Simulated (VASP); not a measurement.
# TiB2 (P6/mmm) in VASP: a series of runs

TiB2 is run at these levels: LDA; tasks: single point, relaxation of cell and atoms.

All numbers are computed with VASP 6.6.1; they aren't measurements. Logs are shortened: lines on timing, memory, paths and dates and some standing lists are left out, and cuts for length are marked.

## 1. The cell of the first run

The structure is hexagonal, space group P6/mmm (No. 191). Conventional cell: a = 3.026 Å, b = 3.026 Å, c = 3.229 Å, α = 90.00°, β = 90.00°, γ = 120.00°. Ti (site symmetry 6/mmm) has 12 B at 2.38 Å and 6 Ti at 3.03 Å within 3.1 Å. Within 2.4 Å of B (site symmetry -6m2) lie 3 B at 1.75 Å and 6 Ti at 2.38 Å.

## 2. Single point, LDA

The input, INCAR:

```
SYSTEM = TiB2
  ALGO = Normal
  EDIFF = 1E-6
  ENCUT = 520
  ISIF = 2
  ISMEAR = 0
  LASPH = .True.
  LCHARG = .True.
  LELF = .True.
  LREAL = .False.
  LVHAR = .True.
  LWAVE = .False.
  NBANDS = 16
  NELM = 60
  PREC = Accurate
  SIGMA = 0.1
```

The input, KPOINTS:

```
k-points
0
Gamma
  6 6 6
  0 0 0
```

The input, POSCAR:

```
TiB2
1.0
    3.0259273100      0.0000000000      0.0000000000
   -1.5129636600      2.6205299200      0.0000000000
    0.0000000000      0.0000000000      3.2287677100
Ti B
1 2
Direct
    0.0000000000      0.0000000000      0.0000000000
    0.3333333300      0.6666666700      0.5000000000
    0.6666666700      0.3333333300      0.5000000000
```

Potentials or basis: VASP PAW LDA potentials, release 64 (Ti_sv, B).

Launch:

```sh
$ cat potpaw_LDA.64/Ti_sv/POTCAR potpaw_LDA.64/B/POTCAR > POTCAR
$ mpirun -np 1 vasp_std > vasp.out
```

OUTCAR:

```text
SYSTEM = TiB2
   EDIFF = 1E-6
   ENCUT = 520
   ISIF = 2
   ISMEAR = 0
   LASPH = .True.
   LREAL = .False.
   NELM = 60
   PREC = Accurate

 ion  position               nearest neighbor table
   1  0.000  0.000  0.000-   2 2.38   3 2.38   2 2.38   3 2.38   3 2.38   3 2.38   2 2.38   2 2.38
                             3 2.38   3 2.38   2 2.38   2 2.38
   2  0.333  0.667  0.500-   3 1.75   3 1.75   3 1.75   1 2.38   1 2.38   1 2.38   1 2.38   1 2.38
                             1 2.38
   3  0.667  0.333  0.500-   2 1.75   2 1.75   2 1.75   1 2.38   1 2.38   1 2.38   1 2.38   1 2.38
                             1 2.38

  LATTYP: Found a hexagonal cell.
 ALAT       =     3.0259273100
 C/A-ratio  =     1.0670341285

  Lattice vectors:

 A1 = (   3.0259273100,   0.0000000000,   0.0000000000)
 A2 = (  -1.5129636600,   2.6205299200,   0.0000000000)
 A3 = (   0.0000000000,   0.0000000000,   3.2287677100)

Analysis of symmetry for initial positions (statically):
=====================================================================
 Subroutine PRICEL returns:
 Original cell was already a primitive cell.

 Routine SETGRP: Setting up the symmetry group for a
 hexagonal supercell.

 Subroutine GETGRP returns: Found 24 space group operations
 (whereof 24 operations were pure point group operations)
 out of a pool of 24 trial point group operations.

The static configuration has the point symmetry D_6h.

Analysis of symmetry for dynamics (positions and initial velocities):
=====================================================================
 Subroutine PRICEL returns:
 Original cell was already a primitive cell.

 Routine SETGRP: Setting up the symmetry group for a
 hexagonal supercell.

 Subroutine GETGRP returns: Found 24 space group operations
 (whereof 24 operations were pure point group operations)
 out of a pool of 24 trial point group operations.

The dynamic configuration has the point symmetry D_6h.

 Subroutine INISYM returns: Found 24 space group operations
 (whereof 24 operations are pure point group operations),
 and found     1 'primitive' translations

----------------------------------------------------------------------------------------

                                     Primitive cell

  volume of cell :      25.6026

  direct lattice vectors                    reciprocal lattice vectors
     3.025927310  0.000000000  0.000000000     0.330477205  0.190801104  0.000000000
    -1.512963660  2.620529920  0.000000000     0.000000000  0.381602207  0.000000000
     0.000000000  0.000000000  3.228767710     0.000000000  0.000000000  0.309715684

  length of vectors
     3.025927310  3.025927312  3.228767710     0.381602207  0.381602207  0.309715684
[... 89 lines left out ...]
   ISIF   =      2    stress and relaxation
   ISYM   =      2    0-nonsym 1-usesym 2-fastsym
   POTIM  = 0.5000    time-step for ionic-motion
   TEBEG  =    0.0;   TEEND  =   0.0 temperature during run
   PSTRESS=    0.0 pullay stress
   NELECT =      18.0000    total number of electrons
   NUPDOWN=      -1.0000    fix difference up-down
   EMIN   =  10.00;   EMAX   =-10.00  energy-range for DOS
   EFERMI =   0.00;   METHOD = LEGACY
   ISMEAR =     0;   SIGMA  =   0.10  broadening in eV -4-tet -1-fermi 0-gaus
   EFERMI_NEDOS =   21; number of points for ismear=-14 and -15
   IALGO  =     38    algorithm
   IMIX   =      4    mixing-type and parameters
     AMIX     =   0.40;   BMIX     =  1.00
     AMIX_MAG =   1.60;   BMIX_MAG =  1.00
  volume/ion in A,a.u.               =       8.53        57.59
  Fermi-wavevector in a.u.,A,eV,Ry     =   1.455697  2.750868 28.831460  2.119053
  Thomas-Fermi vector in A             =   2.572701
   LORBIT       =      0    0 simple, 1 ext, 2 COOP (PROOUT), +10 PAW based schemes
   GGA     = CA    functional components
   LHFCALC =     F    Hartree Fock is set to
   AEXX    =    0.0000 exact exchange contribution
   IVDW    =     0    specifies the selected vdW correction
   LEPSILON=     F    determine dielectric tensor
   LRPA    =     F    only Hartree local field effects (RPA)
 non-spin polarized calculation
 Gauss-broadening in eV      SIGMA  =   0.10
  energy-cutoff  :      520.00
  volume of cell :       25.60
 maximum number of plane-waves:       721
 NGX is ok and might be reduce to    24
   NGX = 11   NGY = 11   NGZ = 13

 number of electron      18.0000002 magnetization

 Free energy of the ion-electron system (eV)
  ---------------------------------------------------
  ext. energy  EPLUGINS =         0.00000000
  ---------------------------------------------------
  free energy    TOTEN  =       -26.84411191 eV

  energy without entropy =      -26.83873498  energy(sigma->0) =      -26.84142344

 E-fermi :   9.6985     XC(G=0): -12.9622

 val. band max:        9.6264706035   @ k =   0.1667   0.1667   0.1667
 cond. band min:       9.7211351823   @ k =   0.1667   0.1667   0.1667
 fundamental gap:      0.0946645788
 Fermi energy:         9.6984576466

 k-point     1 :       0.0000    0.0000    0.0000
  band No.  band energies     occupation
      1     -46.2979      2.00000
      2     -23.0612      2.00000
      3     -22.7043      2.00000
      4     -22.7043      2.00000
      5      -3.3659      2.00000
      6       7.3623      2.00000
[... 433 lines left out ...]
      3     -22.9942      2.00000
      4     -22.7563      2.00000
      5      -0.4197      2.00000
      6       4.0154      2.00000
[... 8 lines left out ...]
     15      16.9059      0.00000
     16      22.8370      0.00000

 [... further k-points ...]

------------------------ aborting loop because EDIFF is reached ----------------------------------------

  FORCE on cell =-STRESS in cart. coord.  units (eV):
  Direction    XX          YY          ZZ          XY          YZ          ZX
  --------------------------------------------------------------------------------------
  -------------------------------------------------------------------------------------
  Total       -1.3818304     -1.3818304     -1.9910694      0.0000000      0.0000000     -0.0000000
  in kB      -86.4730783    -86.4730783   -124.5984302      0.0000002      0.0000000     -0.0000000
  external PRESSURE =     -99.1815289 kB  Pullay stress =       0.0000000 kB

 VOLUME and BASIS-vectors are now :
 -----------------------------------------------------------------------------
  energy-cutoff  :      520.00
  volume of cell :       25.60
      direct lattice vectors                 reciprocal lattice vectors
     3.025927310  0.000000000  0.000000000     0.330477205  0.190801104  0.000000000
    -1.512963660  2.620529920  0.000000000     0.000000000  0.381602207  0.000000000
     0.000000000  0.000000000  3.228767710     0.000000000  0.000000000  0.309715684

 POSITION                                       TOTAL-FORCE (eV/Angst)
 -----------------------------------------------------------------------------------
      0.00000      0.00000      0.00000        -0.000000      0.000000      0.000000
     -0.00000      1.74702      1.61438        -0.000000     -0.000000      0.000000
      1.51296      0.87351      1.61438         0.000000      0.000000     -0.000000
 -----------------------------------------------------------------------------------
    total drift:                                0.000000     -0.000000     -0.000000

  FREE ENERGIE OF THE ION-ELECTRON SYSTEM (eV)
  ---------------------------------------------------
  free  energy   TOTEN  =       -26.8441119077 eV

  energy  without entropy=      -26.8387349822  energy(sigma->0) =      -26.84142344
```

stdout:

```text
POSCAR found type information on POSCAR TiB
 POSCAR found :  2 types and       3 ions
 scaLAPACK will be used
 LDA part: xc-table for (Slater(with rela. corr.)+CA(PZ))
 , standard interpolation
 POSCAR, INCAR and KPOINTS ok, starting setup
 FFT: planning ... GRIDC
 FFT: planning ... GRID_SOFT
 FFT: planning ... GRID
 WAVECAR not read
 entering main loop
```

Wall time 16 s (1 thread of AMD EPYC 7R43 (Zen 3), shared host); peak memory 0.1 GiB.

What came out:

```
Free energy            : -26.8441 eV
Pressure               : -9.9 GPa
Band gap on the k mesh : zero (bands 9 and 10 overlap by 0.40 eV)
```

Stress tensor (GPa, compression positive):
```
 -8.65   0.00   0.00
  0.00  -8.65   0.00
  0.00   0.00 -12.46
```

Levels at points of the mesh, in eV from the Fermi level:
```csv
k point,band 6,band 7,band 8,band 9,band 10,band 11,band 12,band 13
"(0.00, 0.00, 0.00)",-2.34,-2.34,-2.03,-1.88,2.11,2.11,3.89,3.89
"(0.50, 0.00, 0.00)",-8.78,-2.98,-2.98,-2.01,1.56,3.00,3.46,3.63
"(0.00, 0.00, 0.50)",-7.28,-0.28,-0.28,0.06,0.06,0.68,0.68,1.83
"(0.50, 0.00, 0.50)",-7.18,-4.38,-3.54,-2.80,2.68,3.18,4.73,4.81
```

Caveat: the k points lie up to 0.40 Å⁻¹ apart.

## 3. Single point, LDA

This run uses another cell than the first one, of 8.18 Å³/atom.

The input, INCAR:

```
SYSTEM = TiB2
PREC     = Accurate       ! precision mode
ENCUT    = 520            ! plane-wave cutoff, eV
EDIFF    = 1E-6           ! SCF threshold, eV
ISMEAR   = 0              ! smearing method
SIGMA    = 0.1            ! smearing width, eV
LREAL    = .FALSE.        ! projectors in reciprocal space
LASPH    = .TRUE.         ! aspherical terms in the spheres
NELM     = 100            ! most SCF steps
ALGO     = Normal         ! electronic algorithm
ISIF     = 2              ! what is computed and relaxed
LWAVE    = .FALSE.        ! write WAVECAR
LCHARG   = .TRUE.         ! write CHGCAR
GGA      = CA             ! functional
LELF     = .TRUE.         ! ELF
LVHAR    = .TRUE.       
NBANDS   = 16             ! bands
```

The input, KPOINTS:

```
regular mesh
0
G
  9 9 6
  0 0 0
```

The input, POSCAR:

```
TiB2
1.0
    2.9949342187      0.0000000029      0.0000000000
   -1.4974671118      2.5936891146      0.0000000000
    0.0000000000      0.0000000000      3.1572745929
Ti B
1 2
Direct
    0.0000000000      0.0000000000      0.0000000000
    0.3333333333      0.6666666667      0.5000000000
    0.6666666667      0.3333333333      0.5000000000
```

Potentials or basis: VASP PAW LDA potentials, release 64 (Ti_sv, B).

Launch:

```sh
$ cat potpaw_LDA.64/Ti_sv/POTCAR potpaw_LDA.64/B/POTCAR > POTCAR
$ mpirun -np 1 vasp_std > vasp.out
```

It took 31 s on 1 thread of AMD EPYC 7R43 (Zen 3), shared host; peak memory 0.1 GiB.

It converged, with:

- Free energy: -26.9216 eV
- Pressure: 0.6 GPa
- Band gap on the k mesh: zero (bands 9 and 10 overlap by 0.40 eV)

Levels at points of the mesh, in eV from the Fermi level:
```csv
k point,band 5,band 6,band 7,band 8,band 9,band 10,band 11,band 12,band 13,band 14
"(0.00, 0.00, 0.00)",-13.58,-2.82,-2.82,-2.26,-2.21,1.95,1.95,3.86,3.86,5.85
"(0.00, 0.00, 0.50)",-11.46,-7.75,-0.64,-0.64,-0.32,-0.32,0.38,0.38,1.79,6.55
```

## 4. Single point, LDA

This run uses another cell than the first one, of 8.18 Å³/atom.

The input, INCAR:

```
SYSTEM = TiB2
PREC     = Accurate       ! precision mode
ENCUT    = 520            ! plane-wave cutoff, eV
EDIFF    = 1E-6           ! SCF threshold, eV
ISMEAR   = 0              ! smearing method
SIGMA    = 0.1            ! smearing width, eV
LREAL    = .False.        ! projectors in reciprocal space
LASPH    = .True.         ! aspherical terms in the spheres
NELM     = 100            ! most SCF steps
ALGO     = Normal         ! electronic algorithm
ISIF     = 2              ! what is computed and relaxed
LWAVE    = .False.        ! write WAVECAR
LCHARG   = .False.        ! write CHGCAR
NBANDS   = 16             ! bands
```

The input, KPOINTS:

```
regular mesh
0
Gamma
  15 15 12
  0 0 0
```

The input, POSCAR:

```
TiB2
1.0
    2.9939207415      0.0000000029      0.0000000000
   -1.4969603732      2.5928114176      0.0000000000
    0.0000000000      0.0000000000      3.1595020501
Ti B
1 2
Direct
    0.0000000000      0.0000000000      0.0000000000
    0.3333333333      0.6666666667      0.5000000000
    0.6666666667      0.3333333333      0.5000000000
```

Potentials or basis: VASP PAW LDA potentials, release 64 (Ti_sv, B).

Launch:

```sh
$ cat potpaw_LDA.64/Ti_sv/POTCAR potpaw_LDA.64/B/POTCAR > POTCAR
$ mpirun -np 1 vasp_std > vasp.out
```

OUTCAR:

```text
SYSTEM = TiB2
   PREC = Accurate
   ENCUT = 520
   EDIFF = 1E-6
   ISMEAR = 0
   LREAL = .False.
   LASPH = .True.
   NELM = 100
   ISIF = 2

 ion  position               nearest neighbor table
   1  0.000  0.000  0.000-   2 2.34   3 2.34   2 2.34   3 2.34   2 2.34   2 2.34   3 2.34   3 2.34
                             3 2.34   3 2.34   2 2.34   2 2.34
   2  0.333  0.667  0.500-   3 1.73   3 1.73   3 1.73   1 2.34   1 2.34   1 2.34   1 2.34   1 2.34
                             1 2.34
   3  0.667  0.333  0.500-   2 1.73   2 1.73   2 1.73   1 2.34   1 2.34   1 2.34   1 2.34   1 2.34
                             1 2.34

  LATTYP: Found a hexagonal cell.
 ALAT       =     2.9939207415
[... 655 lines left out ...]
  -------------------------------------------------------------------------------------
  Total        0.0964837      0.0964837      0.0933337      0.0000000     -0.0000000      0.0000000
  in kB        6.3028174      6.3028174      6.0970414      0.0000000     -0.0000000      0.0000000
  external PRESSURE =       6.2342254 kB  Pullay stress =       0.0000000 kB

 VOLUME and BASIS-vectors are now :
 -----------------------------------------------------------------------------
  energy-cutoff  :      520.00
  volume of cell :       24.53
      direct lattice vectors                 reciprocal lattice vectors
     2.993920742  0.000000003  0.000000000     0.334010178  0.192840867  0.000000000
    -1.496960373  2.592811418  0.000000000    -0.000000000  0.385681732  0.000000000
     0.000000000  0.000000000  3.159502050     0.000000000  0.000000000  0.316505571

 POSITION                                       TOTAL-FORCE (eV/Angst)
 -----------------------------------------------------------------------------------
      0.00000      0.00000      0.00000         0.000000      0.000000     -0.000000
     -0.00000      1.72854      1.57975        -0.000000     -0.000000      0.000000
      1.49696      0.86427      1.57975        -0.000000      0.000000     -0.000000
 -----------------------------------------------------------------------------------
    total drift:                               -0.000000      0.000000      0.000000

  FREE ENERGIE OF THE ION-ELECTRON SYSTEM (eV)
  ---------------------------------------------------
  free  energy   TOTEN  =       -26.9213953533 eV

  energy  without entropy=      -26.9193529397  energy(sigma->0) =      -26.92037415
```

OSZICAR:

```text
N       E                     dE             d eps       ncg     rms          rms(c)
DAV:   1     0.118897232063E+03    0.11890E+03   -0.90276E+03  6048   0.130E+03
DAV:   2    -0.253483393275E+02   -0.14425E+03   -0.13901E+03  6576   0.343E+02
DAV:   3    -0.320649787722E+02   -0.67166E+01   -0.66645E+01  8568   0.721E+01
DAV:   4    -0.322176248074E+02   -0.15265E+00   -0.15257E+00  7584   0.967E+00
DAV:   5    -0.322216377581E+02   -0.40130E-02   -0.40129E-02  8592   0.131E+00    0.173E+01
DAV:   6    -0.269413819416E+02    0.52803E+01   -0.20513E+01  8688   0.498E+01    0.380E+00
DAV:   7    -0.269236065492E+02    0.17775E-01   -0.11067E+00  6488   0.122E+01    0.354E+00
DAV:   8    -0.269217036392E+02    0.19029E-02   -0.75404E-02  9840   0.228E+00    0.905E-01
DAV:   9    -0.269218480094E+02   -0.14437E-03   -0.28893E-02  7632   0.228E+00    0.266E-01
DAV:  10    -0.269214263659E+02    0.42164E-03   -0.33657E-03  8392   0.707E-01    0.700E-02
DAV:  11    -0.269214071496E+02    0.19216E-04   -0.29358E-04  7904   0.168E-01    0.731E-02
DAV:  12    -0.269213957872E+02    0.11362E-04   -0.71156E-05  8040   0.100E-01    0.567E-03
DAV:  13    -0.269213953533E+02    0.43389E-06   -0.35592E-06  7160   0.215E-02
   1 F= -.26921395E+02 E0= -.26920374E+02  d E =-.204241E-02
```

stdout:

```text
POSCAR found type information on POSCAR TiB
 POSCAR found :  2 types and       3 ions
 scaLAPACK will be used
 LDA part: xc-table for (Slater(with rela. corr.)+CA(PZ))
 , standard interpolation
 POSCAR, INCAR and KPOINTS ok, starting setup
 FFT: planning ... GRIDC
 FFT: planning ... GRID_SOFT
 FFT: planning ... GRID
 WAVECAR not read
 entering main loop
```

Run time: 82 s. Hardware: 1 thread of AMD EPYC 7R43 (Zen 3), shared host; peak memory 0.15 GiB.

Results:

```yaml
Free_energy: -26.9214 eV
Pressure: 0.6 GPa
Band_gap_on_the_k_mesh: zero (bands 9 and 10 overlap by 0.74 eV)
```

(Part 1 of 2 ends here.)
